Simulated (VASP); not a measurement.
Runs of VASP 6.6.1 on Ta2N. The structure is that of space group C2/m (No. 12), or close to it. The cells are those of the table. 

```csv
cell,gap on the mesh (eV),pressure (GPa),largest force (eV/Å)
"a = 3.080, b = 3.172, c = 4.740 Å, angles 90.0, 90.0, 123.0°, 3 atoms",none,7.7,0.20
"a = 3.082, b = 3.219, c = 4.993 Å, angles 90.0, 90.0, 124.4°, 3 atoms",none,(b),0.37
"a = 3.082, b = 3.219, c = 4.908 Å, angles 90.0, 90.0, 124.4°, 3 atoms",none,(a),0.38
"a = 3.086, b = 3.267, c = 4.824 Å, angles 90.0, 90.0, 125.9°, 3 atoms",none,5.7,0.56
"a = 3.080, b = 3.172, c = 4.993 Å, angles 90.0, 90.0, 123.0°, 3 atoms",none,-7.9,0.23
"a = 3.086, b = 3.267, c = 4.993 Å, angles 90.0, 90.0, 125.9°, 3 atoms",none,-4.5,0.53
"a = 3.080, b = 3.172, c = 4.486 Å, angles 90.0, 90.0, 123.0°, 3 atoms",none,28.7,0.13
"a = 3.082, b = 3.219, c = 4.486 Å, angles 90.0, 90.0, 124.4°, 3 atoms",none,30.6,0.28
```

Alike in all rows: task single point; level PBEsol; potentials or basis VASP PAW PBE potentials, release 64 (Ta_pv, N); no spin polarisation; k mesh 15 × 15 × 8; cutoff (eV) 520; smearing gaussian 0.15 eV.

Q: Fill in the values left out.

A: (a) -1.7; (b) -6.5.

Caveats: the PAW data sets were made with another functional, which shifts forces and pressure a little; spin-orbit coupling is left out, which moves the levels of the heavy elements; the cell stands under pressure (at least some runs); the stress differs along the axes, from -11 to -4 GPa (at least some runs); the stress differs along the axes, from -12 to -6 GPa (at least some runs); the stress differs along the axes, from -10 to -2 GPa (at least some runs); the stress differs along the axes, from 22 to 42 GPa (at least some runs).

A k mesh can miss the band edges, and the runs leave out spin-orbit coupling on Ta.

A gap of «none» marks levels without a gap at the run's occupations.
